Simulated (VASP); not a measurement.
Set up this calculation in VASP 6.6.1, as the native input.

```
Task                   : single point
Functional             : r2SCAN
Potentials or basis    : VASP PAW PBE potentials, release 64 (Zr_sv, C)
Cutoff                 : 660 eV
k mesh                 : 8 × 8 × 8
Occupations            : gaussian, width 0.05 eV
Spin                   : no spin polarisation
Dipole correction      : no
Further INCAR settings : ALGO = Normal; EDIFF = 1e-06; NBANDS = 15
```

The system is ZrC.

```
Zr C
1.0
     0.00000    2.35847    2.35847
     2.35847    0.00000    2.35847
     2.35847    2.35847    0.00000
Zr C
1 1
Direct
  0.50000 0.50000 0.50000
  0.00000 0.00000 0.00000
```

One way to write it, as run:

POSCAR

```
ZrC
1.0
    0.0000000000      2.3584728823      2.3584728823
    2.3584728823      0.0000000000      2.3584728823
    2.3584728823      2.3584728823      0.0000000000
Zr C
1 1
Direct
    0.5000000000      0.5000000000      0.5000000000
    0.0000000000      0.0000000000      0.0000000000
```

INCAR.step1

```
PREC = Accurate
ENCUT = 660
ISMEAR = 0
SIGMA = 0.05
LREAL = F
LASPH = T
NELM = 120
NBANDS = 15
GGA = PE
ALGO = Normal
EDIFF = 1E-5
LWAVE = T
LCHARG = F
GGA_COMPAT = F
```

INCAR.step2

```
PREC = Accurate
ENCUT = 660
EDIFF = 1E-6
ISMEAR = 0
SIGMA = 0.05
LREAL = F
LASPH = T
NELM = 120
ALGO = Normal
ISIF = 2
LWAVE = F
LCHARG = T
METAGGA = R2SCAN
LMIXTAU = T
LELF = T
LVHAR = T
NBANDS = 15
ISTART = 1
GGA_COMPAT = F
```

KPOINTS

```
regular mesh
0
Gamma
  8 8 8
```

Potentials or basis: VASP PAW PBE potentials, release 64 (Zr_sv, C).

Run with:

```bash
$ cat potpaw_PBE.64/Zr_sv/POTCAR potpaw_PBE.64/C/POTCAR > POTCAR
$ cp INCAR.step1 INCAR
$ mpirun -np 1 vasp_std > vasp.out
$ cp INCAR.step2 INCAR
$ mpirun -np 1 vasp_std > vasp.out
```

It gave:

```json
{
  "Pressure": "-0.7 GPa",
  "Band gap on the k mesh": "zero (bands 8 and 9 overlap by 1.32 eV)"
}
```

Caveat: the PAW data sets were made with another functional, which shifts forces and pressure a little.

Wall time 70 s on 1 thread of Intel(R) Xeon(R) Platinum 8259CL CPU @ 2.50GHz (Skylake/Cascade Lake) (shared host), peak memory 0.17 GiB.
